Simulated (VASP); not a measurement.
# Ti (Im-3m) in VASP: single point with PBEsol

Aim: the single point of Ti with PBEsol.

All numbers are computed with VASP 6.6.1; they aren't measurements. Logs are shortened: lines on timing, memory, paths and dates and some standing lists are left out, and cuts for length are marked.

### Step 1. The cell of the first run

It takes space group Im-3m (No. 229, cubic). Conventional cell: a = 3.217 Å, b = 3.217 Å, c = 3.217 Å, α = 90.00°, β = 90.00°, γ = 90.00°. Ti (site symmetry m-3m) has 14 Ti at 2.79 to 3.22 Å within 3.7 Å.

### Step 2. Single point, PBEsol

The input, INCAR:

```
PREC = Accurate
ENCUT = 520
EDIFF = 1E-6
ISMEAR = -1
SIGMA = 0.13605693000000002
LREAL = False
LASPH = True
NELM = 100
ALGO = Normal
ISIF = 2
LWAVE = False
LCHARG = False
GGA = PS
NBANDS = 12
```

The input, KPOINTS:

```
regular mesh
0
Gamma
  14 14 14
```

The input, POSCAR:

```
Ti
1.0
   -1.6084191625      1.6084191625      1.6084191625
    1.6084191625     -1.6084191625      1.6084191625
    1.6084191625      1.6084191625     -1.6084191625
Ti
1
Direct
    0.0000000000      0.0000000000      0.0000000000
```

Potentials or basis: VASP PAW PBE potentials, release 64 (Ti_sv).

Started as:

```
> cat potpaw_PBE.64/Ti_sv/POTCAR > POTCAR
> mpirun -np 1 vasp_std > vasp.out
```

OUTCAR:

```text
PREC = Accurate
   ENCUT = 520
   EDIFF = 1E-6
   ISMEAR = -1
   LREAL = False
   LASPH = True
   NELM = 100
   ISIF = 2
   GGA = PS

 ion  position               nearest neighbor table
   1  0.000  0.000  0.000-

  LATTYP: Found a body centered cubic cell.
 ALAT       =     3.2168383250

  Lattice vectors:

 A1 = (  -1.6084191625,   1.6084191625,   1.6084191625)
 A2 = (   1.6084191625,  -1.6084191625,   1.6084191625)
 A3 = (   1.6084191625,   1.6084191625,  -1.6084191625)

Analysis of symmetry for initial positions (statically):
=====================================================================
 Subroutine PRICEL returns:
 Original cell was already a primitive cell.

 Routine SETGRP: Setting up the symmetry group for a
 body centered cubic supercell.

 Subroutine GETGRP returns: Found 48 space group operations
 (whereof 48 operations were pure point group operations)
 out of a pool of 48 trial point group operations.

The static configuration has the point symmetry O_h .

Analysis of symmetry for dynamics (positions and initial velocities):
=====================================================================
 Subroutine PRICEL returns:
 Original cell was already a primitive cell.

 Routine SETGRP: Setting up the symmetry group for a
 body centered cubic supercell.

 Subroutine GETGRP returns: Found 48 space group operations
 (whereof 48 operations were pure point group operations)
 out of a pool of 48 trial point group operations.

The dynamic configuration has the point symmetry O_h .

 Subroutine INISYM returns: Found 48 space group operations
 (whereof 48 operations are pure point group operations),
 and found     1 'primitive' translations

----------------------------------------------------------------------------------------

                                     Primitive cell

  volume of cell :      16.6440

  direct lattice vectors                    reciprocal lattice vectors
    -1.608419162  1.608419162  1.608419162     0.000000000  0.310864240  0.310864240
     1.608419162 -1.608419162  1.608419162     0.310864240  0.000000000  0.310864240
     1.608419162  1.608419162 -1.608419162     0.310864240  0.310864240  0.000000000

  length of vectors
     2.785863709  2.785863709  2.785863709     0.439628424  0.439628424  0.439628424
[... 77 lines left out ...]
   ENCUT  =  520.0 eV  38.22 Ry    6.18 a.u.   5.18  5.18  5.18*2*pi/ulx,y,z
   NELM   =    100;   NELMIN=  2; NELMDL= -5     # of ELM steps
   EDIFF  = 0.1E-05   stopping-criterion for ELM
   LREAL  =      F    real-space projection
   EDIFFG = 0.1E-04   stopping-criterion for IOM
   NSW    =      0    number of steps for IOM
   IBRION =     -1    ionic relax: 0-MD 1-quasi-New 2-CG
   NFREE  =      0    steps in history (QN), initial steepest desc. (CG)
   ISIF   =      2    stress and relaxation
   ISYM   =      2    0-nonsym 1-usesym 2-fastsym
   POTIM  = 0.5000    time-step for ionic-motion
   TEBEG  =    0.0;   TEEND  =   0.0 temperature during run
   PSTRESS=    0.0 pullay stress
   NELECT =      12.0000    total number of electrons
   NUPDOWN=      -1.0000    fix difference up-down
   EMIN   =  10.00;   EMAX   =-10.00  energy-range for DOS
   EFERMI =   0.00;   METHOD = LEGACY
   ISMEAR =    -1;   SIGMA  =   0.14  broadening in eV -4-tet -1-fermi 0-gaus
   EFERMI_NEDOS =   21; number of points for ismear=-14 and -15
   IALGO  =     38    algorithm
   IMIX   =      4    mixing-type and parameters
     AMIX     =   0.40;   BMIX     =  1.00
     AMIX_MAG =   1.60;   BMIX_MAG =  1.00
  volume/ion in A,a.u.               =      16.64       112.32
  Fermi-wavevector in a.u.,A,eV,Ry     =   1.467966  2.774054 29.319525  2.154924
  Thomas-Fermi vector in A             =   2.583520
   LORBIT       =      0    0 simple, 1 ext, 2 COOP (PROOUT), +10 PAW based schemes
   GGA     = PS    functional components
   LHFCALC =     F    Hartree Fock is set to
   AEXX    =    0.0000 exact exchange contribution
   IVDW    =     0    specifies the selected vdW correction
   LEPSILON=     F    determine dielectric tensor
   LRPA    =     F    only Hartree local field effects (RPA)
 non-spin polarized calculation
  energy-cutoff  :      520.00
  volume of cell :       16.64
 maximum number of plane-waves:       466
 NGX is ok and might be reduce to    24
   NGX = 11   NGY = 11   NGZ = 11

 number of electron      11.9999999 magnetization

 Free energy of the ion-electron system (eV)
  ---------------------------------------------------
  ext. energy  EPLUGINS =         0.00000000
  ---------------------------------------------------
  free energy    TOTEN  =        -8.30190686 eV

  energy without entropy =       -8.16895919  energy(sigma->0) =       -8.23543302

 E-fermi :   8.4048     XC(G=0): -11.8363

 val. band max:        8.3977280379   @ k =   0.2857   0.2143   0.0000
 cond. band min:       8.4139103212   @ k =  -0.3571  -0.4286   0.1429
 fundamental gap:      0.0161822833
 Fermi energy:         8.4047578689

 k-point     1 :       0.0000    0.0000    0.0000
  band No.  band energies     occupation
      1     -47.8055      2.00000
      2     -23.7023      2.00000
      3     -23.7023      2.00000
      4     -23.7023      2.00000
      5       2.3615      2.00000
      6       9.4283      0.00108
      7       9.4283      0.00108
      8       9.4283      0.00108
      9      11.2966      0.00000
     10      11.2966      0.00000
     11      26.1282      0.00000
     12      26.1282      0.00000
[... 331 lines left out ...]
 k-point    24 :       0.3571    0.2857    0.0000
  band No.  band energies     occupation
      1     -47.6274      2.00000
      2     -24.2971      2.00000
      3     -24.1754      2.00000
      4     -23.7973      2.00000
      5       7.2447      1.99960
      6       7.8395      1.96911
      7       8.0627      1.85027
      8      11.4136      0.00000
      9      11.6644      0.00000
     10      15.9201      0.00000
     11      17.3024      0.00000
     12      18.3594      0.00000

 [... further k-points ...]
[... 5 lines left out ...]
  --------------------------------------------------------------------------------------
  -------------------------------------------------------------------------------------
  Total       -0.0171607     -0.0171607     -0.0171607      0.0000000      0.0000000     -0.0000000
  in kB       -1.6519201     -1.6519201     -1.6519201      0.0000000      0.0000000     -0.0000000
  external PRESSURE =      -1.6519201 kB  Pullay stress =       0.0000000 kB

 VOLUME and BASIS-vectors are now :
 -----------------------------------------------------------------------------
  energy-cutoff  :      520.00
  volume of cell :       16.64
      direct lattice vectors                 reciprocal lattice vectors
    -1.608419162  1.608419162  1.608419162     0.000000000  0.310864240  0.310864240
     1.608419162 -1.608419162  1.608419162     0.310864240  0.000000000  0.310864240
     1.608419162  1.608419162 -1.608419162     0.310864240  0.310864240  0.000000000

 POSITION                                       TOTAL-FORCE (eV/Angst)
 -----------------------------------------------------------------------------------
      0.00000      0.00000      0.00000        -0.000000      0.000000     -0.000000
 -----------------------------------------------------------------------------------
    total drift:                                0.000000      0.000000      0.000000

  FREE ENERGIE OF THE ION-ELECTRON SYSTEM (eV)
  ---------------------------------------------------
  free  energy   TOTEN  =        -8.3019068556 eV

  energy  without entropy=       -8.1689591939  energy(sigma->0) =       -8.23543302
```

OSZICAR:

```text
N       E                     dE             d eps       ncg     rms          rms(c)
DAV:   1     0.839863536227E+02    0.83986E+02   -0.65973E+03  2496   0.121E+03
DAV:   2    -0.510742453436E+01   -0.89094E+02   -0.86782E+02  2536   0.295E+02
DAV:   3    -0.928908859914E+01   -0.41817E+01   -0.41232E+01  3408   0.647E+01
DAV:   4    -0.938621931151E+01   -0.97131E-01   -0.97053E-01  2812   0.878E+00
DAV:   5    -0.938864639662E+01   -0.24271E-02   -0.24270E-02  2908   0.124E+00    0.897E+00
DAV:   6    -0.829991708079E+01    0.10887E+01   -0.23730E+00  2700   0.225E+01    0.225E+00
DAV:   7    -0.829143566152E+01    0.84814E-02   -0.84796E-02  2984   0.322E+00    0.130E+00
DAV:   8    -0.830146564043E+01   -0.10030E-01   -0.39056E-02  2632   0.236E+00    0.128E-01
DAV:   9    -0.830186780180E+01   -0.40216E-03   -0.31252E-03  3052   0.564E-01    0.865E-02
DAV:  10    -0.830192908030E+01   -0.61278E-04   -0.30725E-04  2652   0.203E-01    0.138E-02
DAV:  11    -0.830190709408E+01    0.21986E-04   -0.24175E-05  2940   0.749E-02    0.941E-03
DAV:  12    -0.830190685556E+01    0.23852E-06   -0.21220E-06  2648   0.171E-02
   1 F= -.83019069E+01 E0= -.82354330E+01  d E =-.132948E+00
```

Wall time 12 s (1 thread of Intel Xeon Platinum 8259CL at 2.50GHz (Skylake/Cascade Lake), shared host); peak memory 0.15 GiB.

What came out:

```yaml
Free_energy: -8.3019 eV
Pressure: -0.2 GPa
Band_gap_on_the_k_mesh: zero (band 6 reaches 9.43 eV, above the bottom of band 7 at 7.72 eV)
```

Caveat: the PAW data sets were made with another functional, which shifts forces and pressure a little.
